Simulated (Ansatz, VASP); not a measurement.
# Two plane-wave programs on Be3Cd2O3

```xyz
8
Lattice="2.7610 0.0000 0.0000 -1.3805 2.3911 0.0000 0.0000 0.0000 17.6920" Properties=species:S:1:pos:R:3 pbc="T T T"
Be    0.0000    1.5941    7.6933
Be    1.3805    0.7970   10.0019
Be    0.0000    1.5941   17.6913
Cd    0.0000    0.0000    3.7493
Cd    0.0000    0.0000   13.9395
O     1.3805    0.7970    7.6372
O     0.0000    1.5941   10.0574
O     1.3805    0.7970   17.6901
```

Alike in both runs: functional PBE; k mesh 6 × 6 × 1; occupations gaussian, width 0.1 eV; no spin polarisation.

Ansatz relaxed the structure, and its values are those at the end. VASP's run is a single point on that final structure, the one shown.

|  | VASP | Ansatz |
| --- | --- | --- |
| version | VASP 6.6.1 | Ansatz 0.2.0 |
| potentials or method | VASP PAW PBE potentials, release 64 (Be, Cd, O), cutoff 600 eV | scalar-relativistic, plane waves, PAW |
| valence electrons in the cell | 48 | 64 |

```tsv
	VASP	Ansatz	Ansatz less VASP
gap on the k mesh at the Fermi level (eV)	none	none	-
pressure (GPa)	0.2	0.0	-0.12
rms of the force components (eV/Å)	0.013	0.010	-0.0026
```

A gap of «none» marks a metal or a gap that the smearing closes. VASP's potentials hold 48 valence electrons a cell and Ansatz's 64, so a difference there can come from the potentials and not from the codes.

The k mesh is coarse, so the values compare programs but aren't converged.
